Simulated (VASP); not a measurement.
Write the native input for VASP 6.6.1 that does the following.

| Quantity | Value |
| --- | --- |
| Task | relaxation of cell and atoms |
| Functional | PBE |
| Potentials or basis | VASP PAW PBE potentials, release 64 (Li_sv, C_h) |
| Cutoff | 1300 eV |
| k mesh | 6 × 6 × 4 |
| Occupations | gaussian, width 0.1 eV |
| Spin | no spin polarisation |
| Dipole correction | no |
| Further INCAR settings | ALGO = Normal; EDIFF = 1e-07; IBRION = 2; EDIFFG = -0.04; NSW = 90; ISIF = 3 |

The structure of LiC2 lies in POSCAR:

```
LiC2
1.0
    2.6799703300      0.0000000000      0.0000000000
   -1.3399851600      2.3209223800      0.0000000000
    0.0000000000      0.0000000000      4.2246580700
Li C
1 2
Direct
    0.0000000000      0.0000000000      0.0000000000
    0.6666666700      0.3333333300      0.7249647000
    0.6666666700      0.3333333300      0.2750353000
```

The cell was generated, and may not be a known phase.

One way to write it, as run:

INCAR

```
PREC = Accurate ; ENCUT = 1300
EDIFF = 1E-7 ; ISMEAR = 0
SIGMA = 0.1 ; LREAL = F
LASPH = T ; NELM = 120
ALGO = Normal ; ISIF = 3
LWAVE = F ; LCHARG = F
GGA = PE ; IBRION = 2
NSW = 90 ; EDIFFG = -0.04
GGA_COMPAT = F ; NELMIN = 4
```

KPOINTS

```
regular mesh
0
Gamma
  6 6 4
```

Potentials or basis: VASP PAW PBE potentials, release 64 (Li_sv, C_h).

Launch:

```console
$ cat potpaw_PBE.64/Li_sv/POTCAR potpaw_PBE.64/C_h/POTCAR > POTCAR
$ mpirun -np 1 vasp_std > vasp.out
```

It gave:

```
Relaxed volume                        : 11.91 Å³/atom
Relaxed cell                          : a = 3.111 Å, b = 3.111 Å, c = 4.262 Å, α = 90.00°, β = 90.00°, γ = 120.00°
Space group after relaxing (to 0.1 Å) : P-6m2 (No. 187)
Pressure after relaxing               : 0.1 GPa
Largest force after relaxing          : 0.036 eV/Å
Band gap on the k mesh                : zero (an odd number of electrons rules out a gap without spin polarisation)
```

Caveat: the k points lie up to 0.39 Å⁻¹ apart in the final cell, too coarse for converged energies and pressures of a metal; the volume moved by over 15 % at a fixed basis, so the end points are rough; an odd number of electrons without spin polarisation forces a metal; a magnetic or distorted state may lie lower.

Run time: 12 min on 1 thread of AMD EPYC 7R43 64-Core Processor (Zen 3), on a shared host, peak memory 0.19 GiB.
